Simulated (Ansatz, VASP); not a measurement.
# Two plane-wave programs on HgTe

```
CELL_PARAMETERS angstrom
0.00000 3.10723 3.10723
3.10723 0.00000 3.10723
3.10723 3.10723 0.00000
ATOMIC_POSITIONS crystal
Hg 0.00000 0.00000 0.00000
Te 0.25000 0.25000 0.25000
```

Alike in both runs: task relaxation of cell and atoms; functional PBEsol; k mesh 12 × 12 × 12; occupations fermi-dirac, width 0.05 eV; no spin polarisation.

|  | VASP | Ansatz |
| --- | --- | --- |
| version | VASP 6.6.1 | Ansatz 0.2.0 |
| potentials or method | VASP PAW PBE potentials, release 64 (Hg, Te) | PAW with Ansatz's default frozen-core files, scalar-relativistic |
| plane-wave cutoff (eV) | 600 | 420 |
| valence electrons in the cell | 18 | 36 |

```tsv
	VASP	Ansatz	Ansatz less VASP
relaxed volume (Å³/atom)	34.56	34.51	-0.042
relaxed length of the cell vector where the two differ most in proportion (Å)	4.606	4.604	-0.0019
```

VASP's potentials were made for PBE, not for PBEsol. VASP's potentials hold 18 valence electrons a cell and Ansatz's 36, so a difference there can come from the potentials and not from the codes.

Spin-orbit coupling is off throughout. Noted on VASP's run: the volume moved by over 15 % at a fixed basis, so the end points are rough.
